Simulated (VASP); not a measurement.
# Au (Cmcm) in VASP: notebook, part 2 of 2

VASP 6.6.1. Earlier steps stand in the parts before.

## Step 4: Single point, PBEsol (volume scaled by 1.06, then relaxed in part)

INCAR

```
ALGO = Fast
EDIFF = 1E-7
ENCUT = 520
GGA = PS
ISIF = 2
ISMEAR = 0
LASPH = T
LCHARG = F
LREAL = F
LWAVE = F
NBANDS = 18
NELM = 100
PREC = Accurate
SIGMA = 0.1
```

KPOINTS

```
k-points
0
Gamma
  16 16 10
```

POSCAR

```
Au
1.0
    1.4313829673     -2.5699828451      0.0000000000
    1.4313829673      2.5699828451      0.0000000000
    0.0000000000      0.0000000000      4.9094159275
Au
2
Direct
    0.6641347418      0.3358652582      0.2500000000
    0.3358652582      0.6641347418      0.7500000000
```

Potentials or basis: VASP PAW PBE potentials, release 64 (Au).

The run is started by

```sh
$ cat potpaw_PBE.64/Au/POTCAR > POTCAR
$ mpirun -np 1 vasp_std > vasp.out
```

OUTCAR:

```text
EDIFF = 1E-7
   ENCUT = 520
   GGA = PS
   ISIF = 2
   ISMEAR = 0
   LASPH = T
   LREAL = F
   NELM = 100
   PREC = Accurate

 ion  position               nearest neighbor table
   1  0.664  0.336  0.250-   2 2.98   2 2.98   2 2.98   2 2.98   2 2.98   2 2.98
   2  0.336  0.664  0.750-   1 2.98   1 2.98   1 2.98   1 2.98   1 2.98   1 2.98

  LATTYP: Found a base centered orthorhombic cell.
 ALAT       =     2.8627659346
 B/A-ratio  =     1.7954543989
 C/A-ratio  =     1.7149204789

  Lattice vectors:

 A1 = (   1.4313829673,  -2.5699828451,   0.0000000000)
 A2 = (   1.4313829673,   2.5699828451,   0.0000000000)
 A3 = (   0.0000000000,   0.0000000000,   4.9094159275)

Analysis of symmetry for initial positions (statically):
=====================================================================
 Subroutine PRICEL returns:
 Original cell was already a primitive cell.

 Routine SETGRP: Setting up the symmetry group for a
 base centered orthorhombic supercell.

 Subroutine GETGRP returns: Found  8 space group operations
 (whereof  4 operations were pure point group operations)
 out of a pool of  8 trial point group operations.

The static configuration has the point symmetry C_2h.
 The point group associated with its full space group is D_2h.

Analysis of symmetry for dynamics (positions and initial velocities):
=====================================================================
 Subroutine PRICEL returns:
 Original cell was already a primitive cell.

 Routine SETGRP: Setting up the symmetry group for a
 base centered orthorhombic supercell.

 Subroutine GETGRP returns: Found  8 space group operations
 (whereof  4 operations were pure point group operations)
 out of a pool of  8 trial point group operations.

The dynamic configuration has the point symmetry C_2h.
 The point group associated with its full space group is D_2h.

 Subroutine INISYM returns: Found  8 space group operations
 (whereof  4 operations are pure point group operations),
 and found     1 'primitive' translations

----------------------------------------------------------------------------------------

                                     Primitive cell

  volume of cell :      36.1198

  direct lattice vectors                    reciprocal lattice vectors
     1.431382967 -2.569982845  0.000000000     0.349312526 -0.194553828  0.000000000
     1.431382967  2.569982845  0.000000000     0.349312526  0.194553828  0.000000000
     0.000000000  0.000000000  4.909415928     0.000000000  0.000000000  0.203690218

  length of vectors
     2.941711920  2.941711920  4.909415928     0.399838008  0.399838008  0.203690218

  position of ions in fractional coordinates (direct lattice)
     0.664134742  0.335865258  0.250000000
     0.335865258  0.664134742  0.750000000

  ion indices of the primitive-cell ions
   primitive index   ion index
                 1           1
                 2           2

----------------------------------------------------------------------------------------

 KPOINTS: k-points

Automatic generation of k-mesh.
 Grid dimensions read from file:
 generate k-points for:   16   16   10

 Generating k-lattice:

  Cartesian coordinates                     Fractional coordinates (reciprocal lattice)
     0.021832033 -0.012159614  0.000000000     0.062500000  0.000000000  0.000000000
     0.021832033  0.012159614  0.000000000     0.000000000  0.062500000  0.000000000
     0.000000000  0.000000000  0.020369022     0.000000000  0.000000000  0.100000000

  Length of vectors
     0.024989876  0.024989876  0.020369022

  Shift w.r.t. Gamma in fractional coordinates (k-lattice)
     0.000000000  0.000000000  0.000000000

 Subroutine IBZKPT returns following result:
 ===========================================

 Found    438 irreducible k-points:

 Following reciprocal coordinates:
            Coordinates               Weight
  0.000000  0.000000  0.000000      1.000000
  0.062500 -0.000000  0.000000      4.000000
  0.125000 -0.000000  0.000000      4.000000
  0.187500 -0.000000  0.000000      4.000000
  0.250000 -0.000000  0.000000      4.000000
  0.312500 -0.000000  0.000000      4.000000
[... 16 lines left out ...]
 -0.125000  0.062500  0.000000      4.000000
 -0.062500  0.062500  0.000000      2.000000
 [... further k-points ...]
   k-points           NKPTS =    438   k-points in BZ     NKDIM =    438   number of bands    NBANDS=     18
   number of dos      NEDOS =    301   number of ions     NIONS =      2
   total plane-waves  NPLWV =  23040
   dimension x,y,z NGX =    24 NGY =   24 NGZ =   40
   dimension x,y,z NGXF=    48 NGYF=   48 NGZF=   80
   ions per type =               2
   NGX,Y,Z   is equivalent  to a cutoff of  13.56, 13.56, 13.55 a.u.
   NGXF,Y,Z  is equivalent  to a cutoff of  27.13, 27.13, 27.09 a.u.
 SYSTEM =  unknown system
   PREC   = accura    normal or accurate (medium, high low for compatibility)
   ISTART =      0    job   : 0-new  1-cont  2-samecut
   ICHARG =      2    charge: 1-file 2-atom 10-const
   ISPIN  =      1    spin polarized calculation?
   LNONCOLLINEAR =      F non collinear calculations
   LSORBIT =      F    spin-orbit coupling
   LASPH  =      T    aspherical Exc in radial PAW
   ENCUT  =  520.0 eV  38.22 Ry    6.18 a.u.   5.47  5.47  9.13*2*pi/ulx,y,z
   NELM   =    100;   NELMIN=  2; NELMDL= -5     # of ELM steps
   EDIFF  = 0.1E-06   stopping-criterion for ELM
   LREAL  =      F    real-space projection
   EDIFFG = 0.1E-05   stopping-criterion for IOM
   NSW    =      0    number of steps for IOM
   IBRION =     -1    ionic relax: 0-MD 1-quasi-New 2-CG
   NFREE  =      0    steps in history (QN), initial steepest desc. (CG)
   ISIF   =      2    stress and relaxation
   ISYM   =      2    0-nonsym 1-usesym 2-fastsym
   POTIM  = 0.5000    time-step for ionic-motion
   TEBEG  =    0.0;   TEEND  =   0.0 temperature during run
   PSTRESS=    0.0 pullay stress
   NELECT =      22.0000    total number of electrons
   NUPDOWN=      -1.0000    fix difference up-down
   EMIN   =  10.00;   EMAX   =-10.00  energy-range for DOS
   EFERMI =   0.00;   METHOD = LEGACY
   ISMEAR =     0;   SIGMA  =   0.10  broadening in eV -4-tet -1-fermi 0-gaus
   EFERMI_NEDOS =   21; number of points for ismear=-14 and -15
   IALGO  =     68    algorithm
   IMIX   =      4    mixing-type and parameters
     AMIX     =   0.40;   BMIX     =  1.00
     AMIX_MAG =   1.60;   BMIX_MAG =  1.00
  volume/ion in A,a.u.               =      18.06       121.87
  Fermi-wavevector in a.u.,A,eV,Ry     =   1.387715  2.622402 26.201477  1.925754
  Thomas-Fermi vector in A             =   2.511910
   LORBIT       =      0    0 simple, 1 ext, 2 COOP (PROOUT), +10 PAW based schemes
   GGA     = PS    functional components
   LHFCALC =     F    Hartree Fock is set to
   AEXX    =    0.0000 exact exchange contribution
   IVDW    =     0    specifies the selected vdW correction
   LEPSILON=     F    determine dielectric tensor
   LRPA    =     F    only Hartree local field effects (RPA)
 non-spin polarized calculation
 RMM-DIIS sequential band-by-band and
 Gauss-broadening in eV      SIGMA  =   0.10
  energy-cutoff  :      520.00
  volume of cell :       36.12
 maximum number of plane-waves:       994
 NGX is ok and might be reduce to    24
   NGX = 11   NGY = 11   NGZ = 19

 number of electron      22.0000000 magnetization

 Free energy of the ion-electron system (eV)
  ---------------------------------------------------
  ext. energy  EPLUGINS =         0.00000000
  ---------------------------------------------------
  free energy    TOTEN  =        -7.77126255 eV

  energy without entropy =       -7.76835749  energy(sigma->0) =       -7.76981002

 E-fermi :   8.3081     XC(G=0): -12.5420

 val. band max:        8.3042760278   @ k =   0.5000   0.1875   0.3000
 cond. band min:       8.3098988211   @ k =   0.5000   0.0625   0.3000
 fundamental gap:      0.0056227933
 Fermi energy:         8.3080722360

 k-point     1 :       0.0000    0.0000    0.0000
  band No.  band energies     occupation
      1      -0.9827      2.00000
      2       1.4182      2.00000
      3       3.7586      2.00000
      4       3.8261      2.00000
      5       4.1605      2.00000
      6       4.2850      2.00000
[... 10 lines left out ...]
     17      25.9149      0.00000
     18      26.7396      0.00000
[... 463 lines left out ...]
 k-point    24 :      -0.0625    0.0625    0.0000
  band No.  band energies     occupation
      1      -0.8695      2.00000
      2       1.5092      2.00000
      3       3.6554      2.00000
      4       3.9068      2.00000
      5       4.1541      2.00000
      6       4.3548      2.00000
[... 10 lines left out ...]
     17      25.8093      0.00000
     18      26.0566      0.00000

 [... further k-points ...]
[... 5 lines left out ...]
  --------------------------------------------------------------------------------------
  -------------------------------------------------------------------------------------
  Total       -1.9558159     -1.9292905     -1.9397257      0.0000000      0.0000000      0.0000000
  in kB      -86.7546294    -85.5780349    -86.0409143      0.0000000      0.0000000      0.0000000
  external PRESSURE =     -86.1245262 kB  Pullay stress =       0.0000000 kB

 VOLUME and BASIS-vectors are now :
 -----------------------------------------------------------------------------
  energy-cutoff  :      520.00
  volume of cell :       36.12
      direct lattice vectors                 reciprocal lattice vectors
     1.431382967 -2.569982845  0.000000000     0.349312526 -0.194553828  0.000000000
     1.431382967  2.569982845  0.000000000     0.349312526  0.194553828  0.000000000
     0.000000000  0.000000000  4.909415928     0.000000000  0.000000000  0.203690218

 POSITION                                       TOTAL-FORCE (eV/Angst)
 -----------------------------------------------------------------------------------
      1.43138     -0.84365      1.22735         0.000000     -0.001764      0.000000
      1.43138      0.84365      3.68206         0.000000      0.001764     -0.000000
 -----------------------------------------------------------------------------------
    total drift:                                0.000000      0.000000      0.000000

  FREE ENERGIE OF THE ION-ELECTRON SYSTEM (eV)
  ---------------------------------------------------
  free  energy   TOTEN  =        -7.7712625472 eV

  energy  without entropy=       -7.7683574858  energy(sigma->0) =       -7.76981002
```

Wall time 88 s (1 thread of Intel Xeon 6975P-C (Granite Rapids), shared host); peak memory 0.34 GiB.

What came out:

- Free energy: -7.7713 eV
- Pressure: -8.6 GPa
- Band gap on the k mesh: zero (band 11 reaches 12.15 eV, above the bottom of band 12 at 5.86 eV)

Stress tensor (GPa, compression positive):
```
-8.68  0.00  0.00
 0.00 -8.56  0.00
 0.00  0.00 -8.60
```

Caveat: the PAW data sets were made with another functional, which shifts forces and pressure a little; spin-orbit coupling is left out, which moves the levels of the heavy elements.

## Step 5: Overview

| cell | further INCAR settings | gap on the mesh (eV) | pressure (GPa) |
| --- | --- | --- | --- |
| a = 2.855, b = 2.855, c = 4.746 Å, angles 90.0, 90.0, 121.3°, 2 atoms | ALGO = Fast; EDIFF = 1e-06; NBANDS = 18 | none | 5.5 |
| a = 2.913, b = 2.913, c = 4.856 Å, angles 90.0, 90.0, 121.6°, 2 atoms | ALGO = Fast; EDIFF = 1e-06; NBANDS = 18 | none | -4.8 |
| a = 2.942, b = 2.942, c = 4.909 Å, angles 90.0, 90.0, 121.8°, 2 atoms | ALGO = Fast; EDIFF = 1e-07; NBANDS = 18 | none | -8.6 |

Alike in all rows: task single point; level PBEsol; potentials or basis VASP PAW PBE potentials, release 64 (Au); no spin polarisation; k mesh 16 × 16 × 10; cutoff (eV) 520; smearing gaussian 0.1 eV.

Caveats: the PAW data sets were made with another functional, which shifts forces and pressure a little; spin-orbit coupling is left out, which moves the levels of the heavy elements.

Absolute energies hang on the potentials; compare differences alone.
